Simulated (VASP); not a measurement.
TiTl2I6O18: electric field gradients with PBE

The system is TiTl2I6O18.

```
CELL_PARAMETERS angstrom
5.78347 3.33909 3.84842
-5.78347 3.33909 3.84842
0.00000 -6.67817 3.84842
ATOMIC_POSITIONS crystal
Ti 0.50000 0.50000 0.50000
Tl 0.83104 0.83104 0.83104
Tl 0.16896 0.16896 0.16896
I 0.70492 0.12398 0.33982
I 0.33982 0.70492 0.12398
I 0.12398 0.33982 0.70492
I 0.29508 0.87602 0.66018
I 0.66018 0.29508 0.87602
I 0.87602 0.66018 0.29508
O 0.54825 0.29821 0.33577
O 0.33577 0.54825 0.29821
O 0.29821 0.33577 0.54825
O 0.45175 0.70179 0.66423
O 0.66423 0.45175 0.70179
O 0.70179 0.66423 0.45175
O 0.90772 0.29162 0.39289
O 0.39289 0.90772 0.29162
O 0.29162 0.39289 0.90772
O 0.09228 0.70838 0.60711
O 0.60711 0.09228 0.70838
O 0.70838 0.60711 0.09228
O 0.68598 0.07984 0.09621
O 0.09621 0.68598 0.07984
O 0.07984 0.09621 0.68598
O 0.31402 0.92016 0.90379
O 0.90379 0.31402 0.92016
O 0.92016 0.90379 0.31402
```

* Program: VASP 6.6.1
* Task: electric field gradients
* Functional: PBE
* Potentials or basis: VASP PAW PBE potentials, release 64 (Ti_sv, Tl_d, I, O)
* Cutoff: 520 eV
* k mesh: 3 × 3 × 3
* Occupations: fermi-dirac, width 0.02 eV
* Spin: no spin polarisation
* Dipole correction: no
* Further INCAR settings: LREAL = Auto; ALGO = Normal; EDIFF = 1e-08; NBANDS = 113

The pressure is -2.3 GPa. The largest force is 0.993 eV/Å, the band gap on the k mesh is 2.51 eV (least direct gap 2.57 eV) and the largest electric field gradient by atom is Ti -6.5; Tl +19.5; I -483.9; O +129.7, +143.6, +161.1 (each value once) V/Å².

Forces in eV/Å, atoms in the order of the input:
```
Ti   0.000  0.000  0.000
Tl   0.000  0.000 -0.038
Tl   0.000  0.000  0.038
I   -0.387  0.903  0.145
I   -0.589 -0.787  0.145
I    0.976 -0.117  0.145
I    0.387 -0.903 -0.145
I    0.589  0.787 -0.145
I   -0.976  0.117 -0.145
O    0.297 -0.113  0.142
O   -0.050  0.314  0.142
O   -0.247 -0.201  0.142
O   -0.297  0.113 -0.142
O    0.050 -0.314 -0.142
O    0.247  0.201 -0.142
O   -0.041 -0.343 -0.553
O    0.317  0.136 -0.553
O   -0.277  0.207 -0.553
O    0.041  0.343  0.553
O   -0.317 -0.136  0.553
O    0.277 -0.207  0.553
O   -0.113 -0.465  0.446
O    0.460  0.134  0.446
O   -0.346  0.331  0.446
O    0.113  0.465 -0.446
O   -0.460 -0.134 -0.446
O    0.346 -0.331 -0.446
```

Stress tensor (GPa, compression positive):
```
-1.88  0.00  0.00
 0.00 -1.88  0.00
 0.00  0.00 -3.27
```

Levels at points of the mesh, in eV from the valence-band top:
```tsv
k point	band 91	band 92	band 93	band 94	band 95	band 96	band 97	band 98
(0.00, 0.00, 0.00)	-0.50	-0.50	-0.25	-0.11	2.70	2.73	2.73	3.55
```

Electric field gradients, principal values (V/Å²):
| atom | least | middle | greatest (by size) |
| --- | --- | --- | --- |
| 1 Ti | 3.242 | 3.242 | -6.484 |
| 2 Tl | -9.726 | -9.726 | 19.451 |
| 3 Tl | -9.726 | -9.726 | 19.451 |
| 4 I | 167.400 | 316.525 | -483.925 |
| 5 I | 167.400 | 316.525 | -483.925 |
| 6 I | 167.400 | 316.525 | -483.925 |
| 7 I | 167.400 | 316.525 | -483.925 |
| 8 I | 167.400 | 316.525 | -483.925 |
| 9 I | 167.400 | 316.525 | -483.925 |
| 10 O | -58.346 | -71.359 | 129.704 |
| 11 O | -58.346 | -71.359 | 129.704 |
| 12 O | -58.346 | -71.359 | 129.704 |
| 13 O | -58.346 | -71.359 | 129.704 |
| 14 O | -58.346 | -71.359 | 129.704 |
| 15 O | -58.346 | -71.359 | 129.704 |
| 16 O | -62.798 | -80.789 | 143.587 |
| 17 O | -62.798 | -80.789 | 143.587 |
| 18 O | -62.798 | -80.789 | 143.587 |
| 19 O | -62.798 | -80.789 | 143.587 |
| 20 O | -62.798 | -80.789 | 143.587 |
| 21 O | -62.798 | -80.789 | 143.587 |
| 22 O | -65.171 | -95.898 | 161.069 |
| 23 O | -65.171 | -95.898 | 161.069 |
| 24 O | -65.171 | -95.898 | 161.069 |
| 25 O | -65.171 | -95.898 | 161.069 |
| 26 O | -65.171 | -95.898 | 161.069 |
| 27 O | -65.171 | -95.898 | 161.069 |

Run time: 18 min on 1 thread of Intel Xeon 8259CL (shared host), peak memory 0.61 GiB.

Caveat: without QUAD_EFG the Cq values of the log hold for a quadrupole moment of 1 mb, not for the nuclei; spin-orbit coupling is left out, which moves the levels of the heavy elements. A k mesh can miss the band edges.
